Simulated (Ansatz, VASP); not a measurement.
# One calculation of CdSe, two programs

File INCAR:

```
PREC = Accurate
ENCUT = 520
EDIFF = 1E-6
ISMEAR = 0
SIGMA = 0.1
LREAL = F
LASPH = T
NELM = 60
ALGO = Normal
ISIF = 2
LWAVE = F
LCHARG = T
LELF = T
LVHAR = T
NBANDS = 16
```

The input KPOINTS:

```
Automatic mesh
0
Gamma
  6 6 6
```

Contents of POSCAR:

```
CdSe
1.0
    0.0000000000      3.0702712000      3.0702712000
    3.0702712000      0.0000000000      3.0702712000
    3.0702712000      3.0702712000      0.0000000000
Cd Se
1 1
Direct
    0.0000000000      0.0000000000      0.0000000000
    0.2500000000      0.2500000000      0.2500000000
```

Input for Ansatz:

```yaml
crystal:
  lattice:
    - [0.0, 3.0702712, 3.0702712]
    - [3.0702712, 0.0, 3.0702712]
    - [3.0702712, 3.0702712, 0.0]
  atoms:
    - { symbol: Cd, position: [0.0, 0.0, 0.0] }
    - { symbol: Se, position: [0.25, 0.25, 0.25] }
basis:
  ecutwfc: 600.0
kpoints:
  mp_grid: { grid: [6, 6, 6] }
hamiltonian:
  xc: lda
  pseudopotentials: { kind: paw, azcp: { folder: soft_1 } }
scf:
  occupations: { method: gaussian, width: 0.1 }
output:
  forces: true
  stress: true
  eigenvalues: true
```

Alike in both runs: task single point; functional LDA; k mesh 6 × 6 × 6; occupations gaussian, width 0.1 eV; no spin polarisation.

```csv
,VASP,Ansatz
version,VASP 6.6.1,Ansatz 0.2.0
potentials or method,"VASP PAW LDA potentials, release 64 (Cd, Se), cutoff 520 eV","scalar-relativistic, plane waves, PAW"
valence electrons in the cell,18,36
```

|  | VASP | Ansatz | Ansatz less VASP |
| --- | --- | --- | --- |
| gap on the k mesh at the Fermi level (eV) | 0.30 | 0.27 | -0.030 |
| least direct gap on the mesh (eV) | 0.30 | 0.27 | -0.030 |
| pressure (GPa) | -2.9 | -3.2 | -0.37 |

Ansatz warns that its potentials were made for another functional, while VASP's fit it. LDA's correlation is that of Perdew and Zunger in VASP and of Perdew and Wang (1992) in Ansatz. VASP's potentials hold 18 valence electrons a cell and Ansatz's 36, so a difference there can come from the potentials and not from the codes.
